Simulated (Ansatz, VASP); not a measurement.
## One calculation of Ta, two programs

File INCAR:

```
ALGO = Normal
EDIFF = 1E-6
ENCUT = 520
GGA = PS
ISIF = 2
ISMEAR = 0
LASPH = True
LCHARG = True
LELF = True
LREAL = False
LVHAR = True
LWAVE = False
NBANDS = 18
NELM = 80
PREC = Accurate
SIGMA = 0.1
```

KPOINTS

```
k-points
0
Gamma
  14 14 7
```

POSCAR

```
Ta
1.0
    2.9003720000      0.0000000000      0.0000000000
   -1.4501860000      2.5117960000      0.0000000000
    0.0000000000      0.0000000000      5.2007158267
Ta
2
Direct
    0.6666666667      0.3333333333      0.7500000000
    0.3333333333      0.6666666667      0.2500000000
```

Input for Ansatz:

```yaml
crystal:
  lattice:
    - [2.900372, 0.0, 0.0]
    - [-1.450186, 2.511796, 0.0]
    - [0.0, 0.0, 5.2007158266666655]
  atoms:
    - { symbol: Ta, position: [0.6666666666666666, 0.3333333333333333, 0.75] }
    - { symbol: Ta, position: [0.3333333333333333, 0.6666666666666666, 0.25] }
basis:
  ecutwfc: 557.833418042754
kpoints:
  mp_grid:
    grid: [14, 14, 7]
hamiltonian:
  xc: pbesol
scf:
  occupations:
    method: gaussian
    width: 0.1
output:
  stress: true
```

Alike in both runs: task single point; functional PBEsol; k mesh 14 × 14 × 7; occupations gaussian, width 0.1 eV; no spin polarisation.

```csv
,VASP,Ansatz
version,VASP 6.6.1,Ansatz 0.2.0
potentials or method,"VASP PAW PBE potentials, release 64 (Ta_pv), cutoff 520 eV","plane waves, PAW"
valence electrons in the cell,22,26
```

Ansatz gave:

* pressure (GPa): -8.0
* traceless stress, the component that is largest in VASP (GPa): -1.09

Task: Estimate VASP's values.

Result: Pressure (GPa): -7.9; traceless stress, the component that is largest in VASP (GPa): -1.08.

VASP's potentials were made for PBE, not for PBEsol. The functional is the same, so the differences come from potentials, cutoffs and numerics. VASP's potentials hold 22 valence electrons a cell and Ansatz's 26, so a difference there can come from the potentials and not from the codes.

Spin-orbit coupling is off throughout.
